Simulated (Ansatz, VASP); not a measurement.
# Si2C: VASP beside Ansatz

```
CELL_PARAMETERS angstrom
2.73095 0.00000 0.00000
-1.36547 2.36507 0.00000
0.00000 0.00000 6.68943
ATOMIC_POSITIONS crystal
Si 0.66667 0.33333 0.83333
Si 0.33333 0.66667 0.16667
C 0.00000 0.00000 0.50000
```

Alike in both runs: task single point; functional PBE; k mesh 6 × 6 × 4; occupations gaussian, width 0.1 eV; collinear spin.

|  | VASP | Ansatz |
| --- | --- | --- |
| version | VASP 6.6.1 | Ansatz 0.2.0 |
| potentials or method | VASP PAW PBE potentials, release 64 (Si, C), cutoff 520 eV | scalar-relativistic, plane waves, PAW |
| valence electrons in the cell | 12 | 12 |

|  | VASP | Ansatz | Ansatz less VASP |
| --- | --- | --- | --- |
| gap on the k mesh at the Fermi level (eV) | none | none | - |
| pressure (GPa) | -11.9 | -11.9 | 0.00 |
| traceless stress, the component that is largest in VASP (GPa) | -6.44 | -6.45 | -0.010 |
| rms of the force components (eV/Å) | 0.846 | 0.849 | +0.0025 |
| net moment per atom (μB) | 0.00 | 0.00 | 0.000 |

Atom by atom the forces differ by 0.002 eV/Å (rms over components). A gap of «none» marks a metal or a gap that the smearing closes. Ansatz's warnings: seeded moment not kept.

The k mesh is coarse, so the values compare programs but aren't converged.
